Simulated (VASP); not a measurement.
# Cu (I4/mmm) in VASP: further runs

The runs below take Cu through single point, with PBE.

Everything below comes from runs of VASP 6.6.1. Logs are shortened: lines on timing, memory, paths and dates and some standing lists are left out, and cuts for length are marked.

**1. The cell of the first run**

The structure is tetragonal, space group I4/mmm (No. 139). The conventional cell has a = 3.131 Å, b = 3.131 Å, c = 2.710 Å, α = 90.00°, β = 90.00°, γ = 90.00°. Cu (site symmetry 4/mmm) has 14 Cu at 2.60 to 3.13 Å within 3.4 Å.

**2. Single point, PBE (volume 13.278 Å^3 an atom, c/a of the conventional cell 0.8656)**

Input file INCAR:

```
PREC = Accurate
ENCUT = 520
EDIFF = 1E-6
ISMEAR = 0
SIGMA = 0.15
LREAL = F
LASPH = T
NELM = 100
ALGO = Fast
ISIF = 2
LWAVE = F
LCHARG = F
GGA = PE
NBANDS = 12
```

Input file KPOINTS:

```
regular mesh
0
Gamma
  24 24 24
```

Input file POSCAR:

```
Cu
1.0
   -1.5652551513      1.5652551513      1.3548848590
    1.5652551513     -1.5652551513      1.3548848590
    1.5652551513      1.5652551513     -1.3548848590
Cu
1
Direct
    0.0000000000      0.0000000000      0.0000000000
```

Potentials or basis: VASP PAW PBE potentials, release 64 (Cu).

The run is started by

```
$ cat potpaw_PBE.64/Cu/POTCAR > POTCAR
$ mpirun -np 1 vasp_std > vasp.out
```

OUTCAR:

```text
PREC = Accurate
   ENCUT = 520
   EDIFF = 1E-6
   ISMEAR = 0
   LREAL = F
   LASPH = T
   NELM = 100
   ISIF = 2
   GGA = PE

 ion  position               nearest neighbor table
   1  0.000  0.000  0.000-

  LATTYP: Found a body centered tetragonal cell.
 ALAT       =     3.1305103026
 C/A-ratio  =     0.8656000000

  Lattice vectors:

 A1 = (  -1.5652551513,   1.5652551513,   1.3548848590)
 A2 = (   1.5652551513,  -1.5652551513,   1.3548848590)
 A3 = (   1.5652551513,   1.5652551513,  -1.3548848590)

Analysis of symmetry for initial positions (statically):
=====================================================================
 Subroutine PRICEL returns:
 Original cell was already a primitive cell.

 Routine SETGRP: Setting up the symmetry group for a
 body centered tetragonal supercell.

 Subroutine GETGRP returns: Found 16 space group operations
 (whereof 16 operations were pure point group operations)
 out of a pool of 16 trial point group operations.

The static configuration has the point symmetry D_4h.

Analysis of symmetry for dynamics (positions and initial velocities):
=====================================================================
 Subroutine PRICEL returns:
 Original cell was already a primitive cell.

 Routine SETGRP: Setting up the symmetry group for a
 body centered tetragonal supercell.

 Subroutine GETGRP returns: Found 16 space group operations
 (whereof 16 operations were pure point group operations)
 out of a pool of 16 trial point group operations.

The dynamic configuration has the point symmetry D_4h.

 Subroutine INISYM returns: Found 16 space group operations
 (whereof 16 operations are pure point group operations),
 and found     1 'primitive' translations

----------------------------------------------------------------------------------------

                                     Primitive cell

  volume of cell :      13.2780

  direct lattice vectors                    reciprocal lattice vectors
    -1.565255151  1.565255151  1.354884859     0.000000000  0.319436738  0.369035049
     1.565255151 -1.565255151  1.354884859     0.319436738  0.000000000  0.369035049
     1.565255151  1.565255151 -1.354884859     0.319436738  0.319436738  0.000000000

  length of vectors
     2.595334344  2.595334344  2.595334344     0.488084723  0.488084723  0.451751767

  position of ions in fractional coordinates (direct lattice)
     0.000000000  0.000000000  0.000000000

  ion indices of the primitive-cell ions
   primitive index   ion index
                 1           1

----------------------------------------------------------------------------------------

 KPOINTS: regular mesh

Automatic generation of k-mesh.
 Grid dimensions read from file:
 generate k-points for:   24   24   24

 Generating k-lattice:

  Cartesian coordinates                     Fractional coordinates (reciprocal lattice)
     0.000000000  0.013309864  0.015376460     0.041666667 -0.000000000  0.000000000
     0.013309864  0.000000000  0.015376460    -0.000000000  0.041666667  0.000000000
     0.013309864  0.013309864  0.000000000     0.000000000  0.000000000  0.041666667

  Length of vectors
     0.020336863  0.020336863  0.018822990

  Shift w.r.t. Gamma in fractional coordinates (k-lattice)
     0.000000000  0.000000000  0.000000000

 Subroutine IBZKPT returns following result:
 ===========================================

 Found   1063 irreducible k-points:

 Following reciprocal coordinates:
            Coordinates               Weight
  0.000000  0.000000  0.000000      1.000000
  0.041667 -0.000000  0.000000      8.000000
  0.083333 -0.000000  0.000000      8.000000
  0.125000 -0.000000  0.000000      8.000000
  0.166667  0.000000  0.000000      8.000000
  0.208333 -0.000000  0.000000      8.000000
[... 16 lines left out ...]
  0.416667  0.041667  0.000000     16.000000
  0.458333  0.041667  0.000000     16.000000
 [... further k-points ...]
   k-points           NKPTS =   1063   k-points in BZ     NKDIM =   1063   number of bands    NBANDS=     12
   number of dos      NEDOS =    301   number of ions     NIONS =      1
   total plane-waves  NPLWV =   8000
   dimension x,y,z NGX =    20 NGY =   20 NGZ =   20
   dimension x,y,z NGXF=    40 NGYF=   40 NGZF=   40
   ions per type =               1
   NGX,Y,Z   is equivalent  to a cutoff of  12.81, 12.81, 12.81 a.u.
   NGXF,Y,Z  is equivalent  to a cutoff of  25.62, 25.62, 25.62 a.u.
 SYSTEM =  unknown system
   PREC   = accura    normal or accurate (medium, high low for compatibility)
   ISTART =      0    job   : 0-new  1-cont  2-samecut
   ICHARG =      2    charge: 1-file 2-atom 10-const
   ISPIN  =      1    spin polarized calculation?
   LNONCOLLINEAR =      F non collinear calculations
   LSORBIT =      F    spin-orbit coupling
   LASPH  =      T    aspherical Exc in radial PAW
   ENCUT  =  520.0 eV  38.22 Ry    6.18 a.u.   4.83  4.83  4.83*2*pi/ulx,y,z
   NELM   =    100;   NELMIN=  2; NELMDL= -5     # of ELM steps
   EDIFF  = 0.1E-05   stopping-criterion for ELM
   LREAL  =      F    real-space projection
   EDIFFG = 0.1E-04   stopping-criterion for IOM
   NSW    =      0    number of steps for IOM
   IBRION =     -1    ionic relax: 0-MD 1-quasi-New 2-CG
   NFREE  =      0    steps in history (QN), initial steepest desc. (CG)
   ISIF   =      2    stress and relaxation
   ISYM   =      2    0-nonsym 1-usesym 2-fastsym
   POTIM  = 0.5000    time-step for ionic-motion
   TEBEG  =    0.0;   TEEND  =   0.0 temperature during run
   PSTRESS=    0.0 pullay stress
   NELECT =      11.0000    total number of electrons
   NUPDOWN=      -1.0000    fix difference up-down
   EMIN   =  10.00;   EMAX   =-10.00  energy-range for DOS
   EFERMI =   0.00;   METHOD = LEGACY
   ISMEAR =     0;   SIGMA  =   0.15  broadening in eV -4-tet -1-fermi 0-gaus
   EFERMI_NEDOS =   21; number of points for ismear=-14 and -15
   IALGO  =     68    algorithm
   IMIX   =      4    mixing-type and parameters
     AMIX     =   0.40;   BMIX     =  1.00
     AMIX_MAG =   1.60;   BMIX_MAG =  1.00
  volume/ion in A,a.u.               =      13.28        89.60
  Fermi-wavevector in a.u.,A,eV,Ry     =   1.537546  2.905541 32.164830  2.364048
  Thomas-Fermi vector in A             =   2.644040
   LORBIT       =      0    0 simple, 1 ext, 2 COOP (PROOUT), +10 PAW based schemes
   GGA     = PE    functional components
   LHFCALC =     F    Hartree Fock is set to
   AEXX    =    0.0000 exact exchange contribution
   IVDW    =     0    specifies the selected vdW correction
   LEPSILON=     F    determine dielectric tensor
   LRPA    =     F    only Hartree local field effects (RPA)
 non-spin polarized calculation
 RMM-DIIS sequential band-by-band and
 Gauss-broadening in eV      SIGMA  =   0.15
  energy-cutoff  :      520.00
  volume of cell :       13.28
 maximum number of plane-waves:       372
   NGX =  9   NGY =  9   NGZ =  9

 number of electron      11.0000009 magnetization

 Free energy of the ion-electron system (eV)
  ---------------------------------------------------
  ext. energy  EPLUGINS =         0.00000000
  ---------------------------------------------------
  free energy    TOTEN  =        -3.65093477 eV

  energy without entropy =       -3.64656475  energy(sigma->0) =       -3.64874976

 E-fermi :   6.2370     XC(G=0): -12.0572

 val. band max:        6.2356474863   @ k =   0.5000   0.1667   0.0417
 cond. band min:       6.2394529947   @ k =  -0.4583   0.5000   0.0833
 fundamental gap:      0.0038055084
 Fermi energy:         6.2370226338

 k-point     1 :       0.0000    0.0000    0.0000
  band No.  band energies     occupation
      1      -2.2713      2.00000
      2       3.1774      2.00000
      3       3.6795      2.00000
      4       3.6795      2.00000
      5       3.9591      2.00000
      6       4.5011      2.00000
      7      27.8293      0.00000
      8      27.8293      0.00000
      9      31.0906      0.00000
     10      31.9023      0.00000
     11      32.5577      0.00000
     12      32.8511      0.00000

 k-point     2 :       0.0417   -0.0000    0.0000
  band No.  band energies     occupation
      1      -2.2058      2.00000
      2       3.1863      2.00000
      3       3.6751      2.00000
      4       3.6792      2.00000
      5       3.9654      2.00000
      6       4.4916      2.00000
      7      27.5460      0.00000
      8      27.5987      0.00000
      9      31.3193      0.00000
     10      31.3265      0.00000
     11      31.9081      0.00000
     12      32.5011      0.00000

 k-point     3 :       0.0833   -0.0000    0.0000
  band No.  band energies     occupation
      1      -2.0104      2.00000
      2       3.2056      2.00000
      3       3.6587      2.00000
      4       3.6860      2.00000
      5       3.9876      2.00000
      6       4.4654      2.00000
      7      26.9138      0.00000
      8      27.0050      0.00000
      9      29.1046      0.00000
     10      30.8588      0.00000
     11      31.4959      0.00000
     12      32.5279      0.00000

 k-point     4 :       0.1250   -0.0000    0.0000
  band No.  band energies     occupation
      1      -1.6886      2.00000
      2       3.2140      2.00000
      3       3.6251      2.00000
      4       3.7213      2.00000
      5       4.0305      2.00000
      6       4.4282      2.00000
      7      26.0916      0.00000
      8      26.1756      0.00000
      9      26.9513      0.00000
     10      29.7856      0.00000
     11      30.7256      0.00000
     12      32.7760      0.00000

 k-point     5 :       0.1667    0.0000    0.0000
  band No.  band energies     occupation
      1      -1.2475      2.00000
      2       3.1900      2.00000
      3       3.5765      2.00000
      4       3.8063      2.00000
      5       4.0951      2.00000
      6       4.3873      2.00000
      7      24.2470      0.00000
      8      25.4180      0.00000
      9      25.6976      0.00000
     10      28.7486      0.00000
     11      29.9642      0.00000
     12      33.1543      0.00000

 k-point     6 :       0.2083   -0.0000    0.0000
  band No.  band energies     occupation
      1      -0.7004      2.00000
      2       3.1327      2.00000
      3       3.5264      2.00000
      4       3.9408      2.00000
      5       4.1771      2.00000
      6       4.3487      2.00000
      7      22.0517      0.00000
      8      24.6649      0.00000
      9      24.8564      0.00000
     10      27.8387      0.00000
     11      29.3057      0.00000
     12      33.6039      0.00000

 k-point     7 :       0.2500   -0.0000    0.0000
  band No.  band energies     occupation
      1      -0.0729      2.00000
      2       3.0549      2.00000
      3       3.5041      2.00000
      4       4.1093      2.00000
      5       4.2697      2.00000
      6       4.3167      2.00000
      7      19.8951      0.00000
      8      23.9286      0.00000
      9      24.0945      0.00000
     10      27.0822      0.00000
     11      28.7708      0.00000
     12      34.1000      0.00000

 k-point     8 :       0.2917   -0.0000    0.0000
  band No.  band energies     occupation
      1       0.5833      2.00000
      2       2.9697      2.00000
      3       3.5644      2.00000
      4       4.2905      2.00000
      5       4.2942      2.00000
      6       4.3680      2.00000
      7      17.8247      0.00000
      8      23.2293      0.00000
      9      23.4087      0.00000
     10      26.4804      0.00000
     11      28.3561      0.00000
     12      34.6194      0.00000
[... 166 lines left out ...]
 k-point    20 :       0.2917    0.0417    0.0000
  band No.  band energies     occupation
      1       0.9702      2.00000
      2       2.9283      2.00000
      3       3.6253      2.00000
      4       4.2594      2.00000
      5       4.4223      2.00000
      6       4.4731      2.00000
      7      16.7203      0.00000
      8      22.7094      0.00000
      9      22.9935      0.00000
     10      26.3761      0.00000
     11      28.2859      0.00000
     12      33.7830      0.00000

 k-point    21 :       0.3333    0.0417    0.0000
  band No.  band energies     occupation
      1       1.4579      2.00000
      2       2.8506      2.00000
      3       3.9414      2.00000
      4       4.2725      2.00000
      5       4.5588      2.00000
      6       4.6565      2.00000
      7      14.8336      0.00000
      8      22.1927      0.00000
      9      22.2747      0.00000
     10      26.0778      0.00000
     11      28.0819      0.00000
     12      34.3070      0.00000

 k-point    22 :       0.3750    0.0417    0.0000
  band No.  band energies     occupation
      1       1.7339      2.00000
      2       2.7871      2.00000
      3       4.1806      2.00000
      4       4.4528      2.00000
      5       4.6477      2.00000
      6       5.0518      2.00000
      7      13.1105      0.00000
      8      21.6188      0.00000
      9      21.8732      0.00000
     10      25.8637      0.00000
     11      27.9654      0.00000
     12      34.8516      0.00000

 k-point    23 :       0.4167    0.0417    0.0000
  band No.  band energies     occupation
      1       1.8520      2.00000
      2       2.7430      2.00000
      3       4.2096      2.00000
      4       4.5957      2.00000
      5       4.7546      2.00000
      6       5.7720      1.99999
      7      11.6443      0.00000
      8      21.1696      0.00000
      9      21.6341      0.00000
     10      25.7331      0.00000
     11      27.9212      0.00000
     12      35.4085      0.00000

 k-point    24 :       0.4583    0.0417    0.0000
  band No.  band energies     occupation
      1       1.8906      2.00000
      2       2.7212      2.00000
      3       4.2218      2.00000
      4       4.6252      2.00000
      5       4.8217      2.00000
      6       6.4003      0.12368
      7      10.7036      0.00000
      8      20.8813      0.00000
      9      21.5405      0.00000
     10      25.6843      0.00000
     11      27.9396      0.00000
     12      35.9554      0.00000

 [... further k-points ...]
[... 5 lines left out ...]
  --------------------------------------------------------------------------------------
  -------------------------------------------------------------------------------------
  Total       -0.8070712     -0.8070712     -0.7250765      0.0000000     -0.0000000      0.0000000
  in kB      -97.3844885    -97.3844885    -87.4906753      0.0000000     -0.0000000      0.0000000
  external PRESSURE =     -94.0865508 kB  Pullay stress =       0.0000000 kB

 VOLUME and BASIS-vectors are now :
 -----------------------------------------------------------------------------
  energy-cutoff  :      520.00
  volume of cell :       13.28
      direct lattice vectors                 reciprocal lattice vectors
    -1.565255151  1.565255151  1.354884859     0.000000000  0.319436738  0.369035049
     1.565255151 -1.565255151  1.354884859     0.319436738  0.000000000  0.369035049
     1.565255151  1.565255151 -1.354884859     0.319436738  0.319436738  0.000000000

 POSITION                                       TOTAL-FORCE (eV/Angst)
 -----------------------------------------------------------------------------------
      0.00000      0.00000      0.00000        -0.000000     -0.000000      0.000000
 -----------------------------------------------------------------------------------
    total drift:                               -0.000000     -0.000000      0.000000

  FREE ENERGIE OF THE ION-ELECTRON SYSTEM (eV)
  ---------------------------------------------------
  free  energy   TOTEN  =        -3.6509347689 eV

  energy  without entropy=       -3.6465647494  energy(sigma->0) =       -3.64874976
```

Run time: 2.4 min. Hardware: 1 thread of AMD EPYC 7R43 (Zen 3), shared host; peak memory 0.22 GiB.

Results:

| Property | Result |
| --- | --- |
| Free energy | -3.6509 eV |
| Pressure | -9.4 GPa |

Stress tensor (GPa, compression positive):
```
-9.74  0.00  0.00
 0.00 -9.74  0.00
 0.00  0.00 -8.75
```

Levels at points of the mesh, in eV from the Fermi level:
```csv
k point,band 3,band 4,band 5,band 6,band 7,band 8,band 9,band 10
"(0.00, 0.00, 0.00)",-2.56,-2.56,-2.28,-1.74,21.59,21.59,24.85,25.67
"(0.50, 0.00, 0.00)",-2.00,-1.58,-1.34,0.09,4.34,15.08,15.45,19.04
"(0.50, 0.50, 0.00)",-2.35,-1.96,-1.37,-0.91,2.83,19.04,19.24,22.47
"(0.50, 0.50, 0.50)",-1.49,-1.49,-1.38,6.11,6.11,11.36,11.43,11.49
```

**3. Single point, PBE (volume 13.918 Å^3 an atom, c/a of the conventional cell 0.9011)**

Input file INCAR:

```
ALGO = Fast ; EDIFF = 1E-6
ENCUT = 520 ; GGA = PE
ISIF = 2 ; ISMEAR = 0
LASPH = T ; LCHARG = T
LELF = T ; LREAL = F
LVHAR = T ; LWAVE = F
NBANDS = 12 ; NELM = 80
PREC = Accurate ; SIGMA = 0.15
```

Input file KPOINTS:

```
k-points
0
Gamma
  24 24 24
```

Input file POSCAR:

```
Cu
1.0
   -1.5688495003      1.5688495003      1.4136902847
    1.5688495003     -1.5688495003      1.4136902847
    1.5688495003      1.5688495003     -1.4136902847
Cu
1
Direct
    0.0000000000      0.0000000000      0.0000000000
```

Potentials or basis: VASP PAW PBE potentials, release 64 (Cu).

The run is started by

```
$ cat potpaw_PBE.64/Cu/POTCAR > POTCAR
$ mpirun -np 1 vasp_std > vasp.out
```

OUTCAR:

```text
EDIFF = 1E-6
   ENCUT = 520
   GGA = PE
   ISIF = 2
   ISMEAR = 0
   LASPH = T
   LREAL = F
   NELM = 80
   PREC = Accurate

 ion  position               nearest neighbor table
   1  0.000  0.000  0.000-

  LATTYP: Found a body centered tetragonal cell.
 ALAT       =     3.1376990006
 C/A-ratio  =     0.9011000000

  Lattice vectors:

 A1 = (  -1.5688495003,   1.5688495003,   1.4136902847)
 A2 = (   1.5688495003,  -1.5688495003,   1.4136902847)
 A3 = (   1.5688495003,   1.5688495003,  -1.4136902847)

Analysis of symmetry for initial positions (statically):
[... 532 lines left out ...]
      7       9.7816      0.00000
      8      20.1457      0.00000
      9      20.8876      0.00000
     10      24.9041      0.00000
     11      26.9694      0.00000
     12      35.2177      0.00000

 [... further k-points ...]
[... 5 lines left out ...]
  --------------------------------------------------------------------------------------
  -------------------------------------------------------------------------------------
  Total       -1.1153829     -1.1153829     -1.1289016      0.0000000      0.0000000      0.0000000
  in kB     -128.3978447   -128.3978447   -129.9540600      0.0000000      0.0000000      0.0000000
  external PRESSURE =    -128.9165831 kB  Pullay stress =       0.0000000 kB

 VOLUME and BASIS-vectors are now :
 -----------------------------------------------------------------------------
  energy-cutoff  :      520.00
  volume of cell :       13.92
      direct lattice vectors                 reciprocal lattice vectors
    -1.568849500  1.568849500  1.413690285     0.000000000  0.318704885  0.353684258
     1.568849500 -1.568849500  1.413690285     0.318704885  0.000000000  0.353684258
     1.568849500  1.568849500 -1.413690285     0.318704885  0.318704885  0.000000000

 POSITION                                       TOTAL-FORCE (eV/Angst)
 -----------------------------------------------------------------------------------
      0.00000      0.00000      0.00000        -0.000000      0.000000      0.000000
 -----------------------------------------------------------------------------------
    total drift:                                0.000000     -0.000000      0.000000

  FREE ENERGIE OF THE ION-ELECTRON SYSTEM (eV)
  ---------------------------------------------------
  free  energy   TOTEN  =        -3.6050854225 eV

  energy  without entropy=       -3.6004010221  energy(sigma->0) =       -3.60274322
```

Run time: 2.5 min. Hardware: 1 thread of AMD EPYC 7R43 (Zen 3), shared host; peak memory 0.23 GiB.

Results:

```yaml
Free_energy: -3.6051 eV
Pressure: -12.9 GPa
```

Stress tensor (GPa, compression positive):
```
-12.84   0.00   0.00
  0.00 -12.84   0.00
  0.00   0.00 -13.00
```
